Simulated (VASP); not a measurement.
# Ba2IrBrO2 (R-3m) in VASP: single point with PBE

Aim: the single point of Ba2IrBrO2 with PBE.

All numbers are computed with VASP 6.6.1; they aren't measurements. Logs are shortened: lines on timing, memory, paths and dates and some standing lists are left out, and cuts for length are marked.

**1. The cell of the first run**

The structure is trigonal, space group R-3m (No. 166). Conventional cell: a = 4.255 Å, b = 4.255 Å, c = 29.237 Å, α = 90.00°, β = 90.00°, γ = 120.00°. Within 3.6 Å of Ba (site symmetry 3m) lie 3 O at 2.56 Å and 3 Br at 3.41 Å and 3 Ir at 3.51 Å. Ir (site symmetry -3m) has 2 O at 1.78 Å within 2.4 Å. Within 4.5 Å of Br (site symmetry -3m) lie 6 Ba at 3.41 Å and 6 O at 3.95 Å and 6 Br at 4.25 Å. Within 2.4 Å of O (site symmetry 3m) lie 1 Ir at 1.78 Å.

**2. Single point, PBE**

INCAR

```
SYSTEM = Ba2IrBrO2
PREC = Accurate ; ENCUT = 700
EDIFF = 1E-6 ; ISMEAR = 0
SIGMA = 0.0226 ; LREAL = .FALSE.
LASPH = .TRUE. ; NELM = 120
ALGO = Normal ; ISIF = 2
LWAVE = .FALSE. ; LCHARG = .FALSE.
GGA = PE ; NBANDS = 37
GGA_COMPAT = .FALSE.
```

KPOINTS

```
regular mesh
0
G
  9 9 9
  0 0 0
```

POSCAR

```
Ba2IrBrO2
1.0
    4.2548650000      0.0000000000      0.0000000000
   -2.1274330000      3.6848260000      0.0000000000
   -2.1274330000      1.2282750000      9.7457980000
Ba Ir Br O
2 1 1 2
Direct
    0.7475000000      0.2525000000      0.2425000000
    0.2525000000      0.7475000000      0.7575000000
    0.5000000000      0.5000000000      0.5000000000
    0.0000000000      0.0000000000      0.0000000000
    0.4390000000      0.5610000000      0.3170000000
    0.5610000000      0.4390000000      0.6830000000
```

Potentials or basis: VASP PAW PBE potentials, release 64 (Ba_sv, Ir_sv_GW, Br, O).

Launch:

```
cat potpaw_PBE.64/Ba_sv/POTCAR potpaw_PBE.64/Ir_sv_GW/POTCAR potpaw_PBE.64/Br/POTCAR potpaw_PBE.64/O/POTCAR > POTCAR
mpirun -np 1 vasp_std > vasp.out
```

OUTCAR:

```text
SYSTEM = Ba2IrBrO2
   PREC = Accurate
   ENCUT = 700
   EDIFF = 1E-6
   ISMEAR = 0
   LREAL = .FALSE.
   LASPH = .TRUE.
   NELM = 120
   ISIF = 2
   GGA = PE

 ion  position               nearest neighbor table
   1  0.748  0.252  0.242-   5 2.56   5 2.56   5 2.56   4 3.41   4 3.41   4 3.41   3 3.51   3 3.51
                             3 3.51
   2  0.252  0.748  0.758-   6 2.56   6 2.56   6 2.56   4 3.41   4 3.41   4 3.41   3 3.51   3 3.51
                             3 3.51
   3  0.500  0.500  0.500-   5 1.78   6 1.78   2 3.51   1 3.51   2 3.51   1 3.51   2 3.51   1 3.51

   4  0.000  0.000  0.000-   1 3.41   2 3.41   2 3.41   1 3.41   1 3.41   2 3.41
   5  0.439  0.561  0.317-   3 1.78   1 2.56   1 2.56   1 2.56
   6  0.561  0.439  0.683-   3 1.78   2 2.56   2 2.56   2 2.56

  LATTYP: Found a trigonal (rhomboedric) cell.
 ALAT       =    10.0506322837
 COS(alpha) =     0.9103901637

  Lattice vectors:

 A1 = (  -2.1274330000,   1.2282750000,   9.7457980000)
 A2 = (   0.0000000000,  -2.4565510000,   9.7457980000)
 A3 = (   2.1274320000,   1.2282750000,   9.7457980000)

Analysis of symmetry for initial positions (statically):
=====================================================================
 Subroutine PRICEL returns:
 Original cell was already a primitive cell.

 Routine SETGRP: Setting up the symmetry group for a
 trigonal (rhombohedral) supercell.

 Subroutine GETGRP returns: Found 12 space group operations
 (whereof 12 operations were pure point group operations)
 out of a pool of 12 trial point group operations.

The static configuration has the point symmetry D_3d.

Analysis of symmetry for dynamics (positions and initial velocities):
=====================================================================
 Subroutine PRICEL returns:
 Original cell was already a primitive cell.

 Routine SETGRP: Setting up the symmetry group for a
 trigonal (rhombohedral) supercell.

 Subroutine GETGRP returns: Found 12 space group operations
 (whereof 12 operations were pure point group operations)
 out of a pool of 12 trial point group operations.

The dynamic configuration has the point symmetry D_3d.

 Subroutine INISYM returns: Found 12 space group operations
 (whereof 12 operations are pure point group operations),
 and found     1 'primitive' translations

----------------------------------------------------------------------------------------

                                     Primitive cell

  volume of cell :     152.7989

  direct lattice vectors                    reciprocal lattice vectors
     4.254865000  0.000000000  0.000000000     0.235025083  0.135691649  0.034202787
    -2.127433000  3.684826000  0.000000000     0.000000000  0.271383235 -0.034202765
    -2.127433000  1.228275000  9.745798000     0.000000000  0.000000000  0.102608324

  length of vectors
     4.254865000  4.254869425 10.050632284     0.273530335  0.273530052  0.102608324

  position of ions in fractional coordinates (direct lattice)
     0.747500000  0.252500000  0.242500000
     0.252500000  0.747500000  0.757500000
     0.500000000  0.500000000  0.500000000
     0.000000000  0.000000000  0.000000000
     0.439000000  0.561000000  0.317000000
     0.561000000  0.439000000  0.683000000

  ion indices of the primitive-cell ions
   primitive index   ion index
                 1           1
                 2           2
                 3           3
                 4           4
                 5           5
                 6           6

----------------------------------------------------------------------------------------

 KPOINTS: regular mesh

Automatic generation of k-mesh.
 Grid dimensions read from file:
 generate k-points for:    9    9    9

 Generating k-lattice:

  Cartesian coordinates                     Fractional coordinates (reciprocal lattice)
     0.026113898  0.015076850  0.003800310     0.111111111  0.000000000  0.000000000
     0.000000000  0.030153693 -0.003800307     0.000000000  0.111111111  0.000000000
     0.000000000  0.000000000  0.011400925     0.000000000  0.000000000  0.111111111

  Length of vectors
     0.030392259  0.030392228  0.011400925

  Shift w.r.t. Gamma in fractional coordinates (k-lattice)
     0.000000000  0.000000000  0.000000000

 Subroutine IBZKPT returns following result:
 ===========================================

 Found     85 irreducible k-points:

 Following reciprocal coordinates:
            Coordinates               Weight
  0.000000  0.000000  0.000000      1.000000
  0.111111 -0.000000  0.000000      6.000000
  0.222222 -0.000000  0.000000      6.000000
  0.333333  0.000000 -0.000000      6.000000
  0.444444 -0.000000  0.000000      6.000000
  0.111111  0.111111  0.000000      6.000000
[... 16 lines left out ...]
 -0.333333  0.333333  0.000000      6.000000
  0.444444  0.444444 -0.000000      6.000000
 [... further k-points ...]
   k-points           NKPTS =     85   k-points in BZ     NKDIM =     85   number of bands    NBANDS=     37
   number of dos      NEDOS =    301   number of ions     NIONS =      6
   total plane-waves  NPLWV = 144000
   dimension x,y,z NGX =    40 NGY =   40 NGZ =   90
   dimension x,y,z NGXF=    80 NGYF=   80 NGZF=  180
   ions per type =               2   1   1   2
   NGX,Y,Z   is equivalent  to a cutoff of  15.63, 15.63, 14.89 a.u.
   NGXF,Y,Z  is equivalent  to a cutoff of  31.26, 31.26, 29.77 a.u.
 SYSTEM =  Ba2IrBrO2
   PREC   = accura    normal or accurate (medium, high low for compatibility)
   ISTART =      0    job   : 0-new  1-cont  2-samecut
   ICHARG =      2    charge: 1-file 2-atom 10-const
   ISPIN  =      1    spin polarized calculation?
   LNONCOLLINEAR =      F non collinear calculations
   LSORBIT =      F    spin-orbit coupling
   LASPH  =      T    aspherical Exc in radial PAW
   ENCUT  =  700.0 eV  51.45 Ry    7.17 a.u.   9.18  9.18 21.68*2*pi/ulx,y,z
   NELM   =    120;   NELMIN=  2; NELMDL= -5     # of ELM steps
   EDIFF  = 0.1E-05   stopping-criterion for ELM
   LREAL  =      F    real-space projection
   EDIFFG = 0.1E-04   stopping-criterion for IOM
   NSW    =      0    number of steps for IOM
   IBRION =     -1    ionic relax: 0-MD 1-quasi-New 2-CG
   NFREE  =      0    steps in history (QN), initial steepest desc. (CG)
   ISIF   =      2    stress and relaxation
   ISYM   =      2    0-nonsym 1-usesym 2-fastsym
   POTIM  = 0.5000    time-step for ionic-motion
   TEBEG  =    0.0;   TEEND  =   0.0 temperature during run
   PSTRESS=    0.0 pullay stress
   NELECT =      56.0000    total number of electrons
   NUPDOWN=      -1.0000    fix difference up-down
   EMIN   =  10.00;   EMAX   =-10.00  energy-range for DOS
   EFERMI =   0.00;   METHOD = LEGACY
   ISMEAR =     0;   SIGMA  =   0.02  broadening in eV -4-tet -1-fermi 0-gaus
   EFERMI_NEDOS =   21; number of points for ismear=-14 and -15
   IALGO  =     38    algorithm
   IMIX   =      4    mixing-type and parameters
     AMIX     =   0.40;   BMIX     =  1.00
     AMIX_MAG =   1.60;   BMIX_MAG =  1.00
  volume/ion in A,a.u.               =      25.47       171.86
  Fermi-wavevector in a.u.,A,eV,Ry     =   1.171559  2.213925 18.674679  1.372550
  Thomas-Fermi vector in A             =   2.308001
   LORBIT       =      0    0 simple, 1 ext, 2 COOP (PROOUT), +10 PAW based schemes
   GGA     = PE    functional components
   LHFCALC =     F    Hartree Fock is set to
   AEXX    =    0.0000 exact exchange contribution
   IVDW    =     0    specifies the selected vdW correction
   LEPSILON=     F    determine dielectric tensor
   LRPA    =     F    only Hartree local field effects (RPA)
 non-spin polarized calculation
 Gauss-broadening in eV      SIGMA  =   0.02
  energy-cutoff  :      700.00
  volume of cell :      152.80
 maximum number of plane-waves:      6452
 NGX is ok and might be reduce to    40
   NGX = 19   NGY = 19   NGZ = 43

 number of electron      56.0000002 magnetization

 Free energy of the ion-electron system (eV)
  ---------------------------------------------------
  ext. energy  EPLUGINS =         0.00000000
  ---------------------------------------------------
  free energy    TOTEN  =       -34.14215910 eV

  energy without entropy =      -34.14058696  energy(sigma->0) =      -34.14137303

 E-fermi :   3.9003     XC(G=0):  -9.0589

 val. band max:        3.8985387801   @ k =  -0.2222   0.0000   0.1111
 cond. band min:       3.9028258693   @ k =   0.2222  -0.0000   0.1111
 fundamental gap:      0.0042870892
 Fermi energy:         3.9002532622

 k-point     1 :       0.0000    0.0000    0.0000
  band No.  band energies     occupation
      1     -88.1823      2.00000
      2     -46.0305      2.00000
      3     -44.5837      2.00000
      4     -44.5837      2.00000
      5     -24.3282      2.00000
      6     -24.3152      2.00000
[... 29 lines left out ...]
     36       7.7332      0.00000
     37       8.1463      0.00000

 k-point     2 :       0.1111   -0.0000    0.0000
  band No.  band energies     occupation
      1     -88.1823      2.00000
      2     -46.0305      2.00000
      3     -44.5839      2.00000
      4     -44.5838      2.00000
      5     -24.3159      2.00000
      6     -24.3040      2.00000
[... 29 lines left out ...]
     36       7.6751      0.00000
     37       8.0760      0.00000

 k-point     3 :       0.2222   -0.0000    0.0000
  band No.  band energies     occupation
      1     -88.1823      2.00000
      2     -46.0304      2.00000
      3     -44.5844      2.00000
      4     -44.5839      2.00000
      5     -24.2843      2.00000
      6     -24.2756      2.00000
[... 29 lines left out ...]
     36       7.8313      0.00000
     37       8.2170      0.00000
[... 761 lines left out ...]
 k-point    23 :      -0.3333    0.3333    0.0000
  band No.  band energies     occupation
      1     -88.1823      2.00000
      2     -46.0304      2.00000
      3     -44.5850      2.00000
      4     -44.5841      2.00000
      5     -24.2469      2.00000
      6     -24.2435      2.00000
[... 29 lines left out ...]
     36       7.9138      0.00000
     37       8.3288      0.00000

 k-point    24 :       0.4444    0.4444   -0.0000
  band No.  band energies     occupation
      1     -88.1823      2.00000
      2     -46.0303      2.00000
      3     -44.5854      2.00000
      4     -44.5843      2.00000
      5     -24.2162      2.00000
      6     -24.2160      2.00000
[... 29 lines left out ...]
     36       7.7792      0.00000
     37       8.8170      0.00000

 [... further k-points ...]

------------------------ aborting loop because EDIFF is reached ----------------------------------------

  FORCE on cell =-STRESS in cart. coord.  units (eV):
  Direction    XX          YY          ZZ          XY          YZ          ZX
  --------------------------------------------------------------------------------------
  -------------------------------------------------------------------------------------
  Total        4.9390123      4.9390252     13.0719811     -0.0000007     -0.0000004     -0.0000004
  in kB       51.7881635     51.7882990    137.0666563     -0.0000070     -0.0000047     -0.0000047
  external PRESSURE =      80.2143729 kB  Pullay stress =       0.0000000 kB

 VOLUME and BASIS-vectors are now :
 -----------------------------------------------------------------------------
  energy-cutoff  :      700.00
  volume of cell :      152.80
      direct lattice vectors                 reciprocal lattice vectors
     4.254865000  0.000000000  0.000000000     0.235025083  0.135691649  0.034202787
    -2.127433000  3.684826000  0.000000000     0.000000000  0.271383235 -0.034202765
    -2.127433000  1.228275000  9.745798000     0.000000000  0.000000000  0.102608324

 POSITION                                       TOTAL-FORCE (eV/Angst)
 -----------------------------------------------------------------------------------
      2.12743      1.22828      2.36336        -0.000000     -0.000000      0.524731
     -2.12743      3.68483      7.38244         0.000000      0.000000     -0.524731
     -0.00000      2.45655      4.87290         0.000000     -0.000000      0.000000
      0.00000      0.00000      0.00000         0.000000      0.000000      0.000000
     -0.00000      2.45655      3.08942         0.000000      0.000000     -3.728406
     -0.00000      2.45655      6.65638        -0.000000     -0.000000      3.728406
 -----------------------------------------------------------------------------------
    total drift:                               -0.000000     -0.000000     -0.000000

  FREE ENERGIE OF THE ION-ELECTRON SYSTEM (eV)
  ---------------------------------------------------
  free  energy   TOTEN  =       -34.1421590963 eV

  energy  without entropy=      -34.1405869627  energy(sigma->0) =      -34.14137303
```

It took 8.2 min on 1 thread of Intel Xeon 6975P-C (Granite Rapids), shared host; peak memory 0.95 GiB.

Results:

```
Free energy            : -34.1422 eV
Pressure               : 8.0 GPa
Largest force          : 3.728 eV/Å
Band gap on the k mesh : zero (bands 28 and 29 overlap by 0.25 eV)
```

Forces in eV/Å, atoms in the order of the input:
```
Ba   0.000  0.000  0.525
Ba   0.000  0.000 -0.525
Ir   0.000  0.000  0.000
Br   0.000  0.000  0.000
O    0.000  0.000 -3.728
O    0.000  0.000  3.728
```

Stress tensor (GPa, compression positive):
```
 5.18  0.00  0.00
 0.00  5.18  0.00
 0.00  0.00 13.71
```

Levels at points of the mesh, in eV from the Fermi level:
| k point | band 26 | band 27 | band 28 | band 29 | band 30 | band 31 |
| --- | --- | --- | --- | --- | --- | --- |
| (0.00, 0.00, 0.00) | -1.61 | -1.61 | -0.15 | -0.15 | 1.70 | 1.78 |

Caveat: the stress differs along the axes, from 5 to 14 GPa; spin-orbit coupling is left out, which moves the levels of the heavy elements; forces of over 1 eV/Å act on the atoms, so gaps and moduli don't describe the material at rest.
